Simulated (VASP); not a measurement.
Runs of VASP 6.6.1 on BN. The structure is that of space group P6_3mc (No. 186), or close to it. The cells are those of the table. 

| cell | gap on the mesh (eV) | pressure (GPa) | largest force (eV/Å) |
| --- | --- | --- | --- |
| a = 2.656, b = 2.656, c = 4.058 Å, angles 90.0, 90.0, 120.0°, 4 atoms | 6.02 | -13.6 | 0.16 |
| a = 2.656, b = 2.656, c = 4.227 Å, angles 90.0, 90.0, 120.0°, 4 atoms | 5.93 | -28.6 | 0.03 |
| a = 2.758, b = 2.758, c = 4.227 Å, angles 90.0, 90.0, 120.0°, 4 atoms | 5.87 | -44.9 | 0.21 |
| a = 2.758, b = 2.758, c = 4.565 Å, angles 90.0, 90.0, 120.0°, 4 atoms | 5.88 | -60.2 | 0.16 |
| a = 2.554, b = 2.554, c = 4.565 Å, angles 90.0, 90.0, 120.0°, 4 atoms | 5.53 | -26.5 | 0.65 |
| a = 2.758, b = 2.758, c = 3.889 Å, angles 90.0, 90.0, 120.0°, 4 atoms | 5.23 | -14.4 | (a) |
| a = 2.656, b = 2.656, c = 4.565 Å, angles 90.0, 90.0, 120.0°, 4 atoms | 5.75 | -47.1 | 0.46 |
| a = 2.758, b = 2.758, c = 4.058 Å, angles 90.0, 90.0, 120.0°, 4 atoms | (b) | -32.1 | 0.04 |
| a = 2.656, b = 2.656, c = 4.396 Å, angles 90.0, 90.0, 120.0°, 4 atoms | 5.84 | -39.4 | 0.10 |
| a = 2.758, b = 2.758, c = 4.396 Å, angles 90.0, 90.0, 120.0°, 4 atoms | 5.97 | -54.0 | 0.14 |

Alike in all rows: task single point; level r2SCAN; potentials or basis VASP PAW PBE potentials, release 64 (B, N); no spin polarisation; k mesh 12 × 12 × 6; cutoff (eV) 520; smearing gaussian 0.05 eV.

Estimate the missing entries.

(a) 0.73; (b) 5.57.

Caveats: the PAW data sets were made with another functional, which shifts forces and pressure a little.

A k mesh can miss the band edges.
